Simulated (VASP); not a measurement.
Set up this calculation in VASP 6.6.1, as the native input.

```yaml
Task: single point
Functional: PBE
Potentials_or_basis: VASP PAW PBE potentials, release 64 (Ni, O)
Cutoff: 520 eV
k_mesh: 17 × 17 × 17
Occupations: fermi-dirac, width 0.03 eV
Spin: collinear spin, ferromagnetic start
Starting_moments: "[1.5, 0.0] μB"
Dipole_correction: no
Further_INCAR_settings: ALGO = Normal; EDIFF = 1e-07; NBANDS = 19
```

The structure of NiO lies in POSCAR:

```
NiO
1.0
   -0.0418262000      2.0703969000      2.0703969000
    2.0703969000     -0.0418262000      2.0703969000
    2.0703969000      2.0703969000     -0.0418262000
Ni O
1 1
Direct
    0.0000000000      0.0000000000      0.0000000000
    0.5000000000      0.5000000000      0.5000000000
```

This cell differs from its parent crystal: equal xy, yz and zx shear strains of -2 %.

The input as run:

INCAR

```
PREC     = Accurate       # precision mode
ENCUT    = 520            # plane-wave cutoff, eV
EDIFF    = 1E-7           # SCF threshold, eV
ISMEAR   = -1             # smearing method
SIGMA    = 0.03           # smearing width, eV
LREAL    = F              # projectors in reciprocal space
LASPH    = T              # aspherical terms in the spheres
NELM     = 150            # most SCF steps
ALGO     = Normal         # electronic algorithm
ISIF     = 2              # what is computed and relaxed
LWAVE    = F              # write WAVECAR
LCHARG   = T              # write CHGCAR
ISPIN    = 2              # spin polarisation
MAGMOM   = 1.5 0          # initial moments
LORBIT   = 11             # projections on sites
LMAXMIX  = 4              # l up to which the mixer works
GGA      = PE             # functional
LELF     = T              # ELF
LVHAR    = T            
NBANDS   = 19             # bands
```

KPOINTS

```
regular mesh
0
Gamma
  17 17 17
```

Potentials or basis: VASP PAW PBE potentials, release 64 (Ni, O).

The run is started by

```bash
$ cat potpaw_PBE.64/Ni/POTCAR potpaw_PBE.64/O/POTCAR > POTCAR
$ mpirun -np 1 vasp_std > vasp.out
```

Results of the run:

- Pressure: 3.8 GPa
- Net moment: 1.71 μB per cell
- Site moments: Ni +1.41; O +0.26 μB
- Valence electrons inside the program's atomic spheres: Ni 8.98; O 4.98

Caveat: the cell differs from its parent crystal (equal xy, yz and zx shear strains of -2 %); a cell with one magnetic atom can't hold antiferromagnetic order, which such compounds often take.

It took 4.2 min on 1 thread of Oxide Virtual Turin-like Processor, on a shared host, peak memory 0.33 GiB.
